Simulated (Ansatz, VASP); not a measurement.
**CO2: VASP beside Ansatz**

Contents of INCAR:

```
SYSTEM = CO2
ALGO = Normal
EDIFF = 1E-7
ENCUT = 520
GGA = PE
ISIF = 2
ISMEAR = 0
LASPH = .True.
LCHARG = .False.
LREAL = .False.
LWAVE = .False.
NBANDS = 44
NELM = 100
PREC = Accurate
SIGMA = 0.05
```

KPOINTS

```
k-points
0
Gamma
  4 4 4
  0 0 0
```

POSCAR

```
CO2
1.0
    6.0577362522      0.0000000000     -0.6814953284
    0.0000000000      6.0577362522      0.0000000000
   -0.6814953284      0.0000000000      6.1788909772
C O
4 8
Direct
    0.0000000000      0.0000000000      0.0000000000
    0.5000000000      0.0000000000      0.5000000000
    0.5000000000      0.5000000000      0.0000000000
    0.0000000000      0.5000000000      0.5000000000
    0.1114834447      0.1114834447      0.1114834447
    0.3885165553      0.8885165553      0.6114834447
    0.6114834447      0.3885165553      0.8885165553
    0.8885165553      0.6114834447      0.3885165553
    0.8885165553      0.8885165553      0.8885165553
    0.6114834447      0.1114834447      0.3885165553
    0.3885165553      0.6114834447      0.1114834447
    0.1114834447      0.3885165553      0.6114834447
```

Input for Ansatz:

```yaml
crystal:
  lattice:
    - [6.0577362522, 0.0, -0.6814953284]
    - [0.0, 6.0577362522, 0.0]
    - [-0.6814953284, 0.0, 6.1788909772]
  atoms:
    - { symbol: C, position: [0.0, 0.0, 0.0] }
    - { symbol: C, position: [0.5, 0.0, 0.5] }
    - { symbol: C, position: [0.5, 0.5, 0.0] }
    - { symbol: C, position: [0.0, 0.5, 0.5] }
    - { symbol: O, position: [0.1114834447, 0.1114834447, 0.1114834447] }
    - { symbol: O, position: [0.3885165553, 0.8885165553, 0.6114834447] }
    - { symbol: O, position: [0.6114834447, 0.3885165553, 0.8885165553] }
    - { symbol: O, position: [0.8885165553, 0.6114834447, 0.3885165553] }
    - { symbol: O, position: [0.8885165553, 0.8885165553, 0.8885165553] }
    - { symbol: O, position: [0.6114834447, 0.1114834447, 0.3885165553] }
    - { symbol: O, position: [0.3885165553, 0.6114834447, 0.1114834447] }
    - { symbol: O, position: [0.1114834447, 0.3885165553, 0.6114834447] }
basis:
  ecutwfc: 520.0
kpoints:
  mp_grid: { grid: [4, 4, 4] }
hamiltonian:
  xc: pbe
scf:
  occupations: { method: gaussian, width: 0.05 }
output:
  forces: true
  stress: true
  eigenvalues: true
```

Change from the starting cell: engineering shear strain xz -0.2250, normal strain along z +0.0200.

Alike in both runs: task single point; functional PBE; k mesh 4 × 4 × 4; occupations gaussian, width 0.05 eV; no spin polarisation.

|  | VASP | Ansatz |
| --- | --- | --- |
| version | VASP 6.6.1 | Ansatz 0.2.0 |
| potentials or method | VASP PAW PBE potentials, release 64 (C, O), cutoff 520 eV | scalar-relativistic, plane waves, PAW |
| valence electrons in the cell | 64 | 64 |

|  | VASP | Ansatz | Ansatz less VASP |
| --- | --- | --- | --- |
| gap on the k mesh at the Fermi level (eV) | 6.24 | 6.27 | +0.026 |
| least direct gap on the mesh (eV) | 6.24 | 6.27 | +0.026 |
| pressure (GPa) | 3.8 | 2.5 | -1.37 |
| traceless stress, the component that is largest in VASP (GPa) | 20.52 | 19.90 | -0.623 |
| rms of the force components (eV/Å) | 4.495 | 4.237 | -0.2573 |

Atom by atom the forces differ by 0.395 eV/Å (rms over components).

Noted on VASP's run: the standard files for N, O and F lose accuracy on very short bonds.
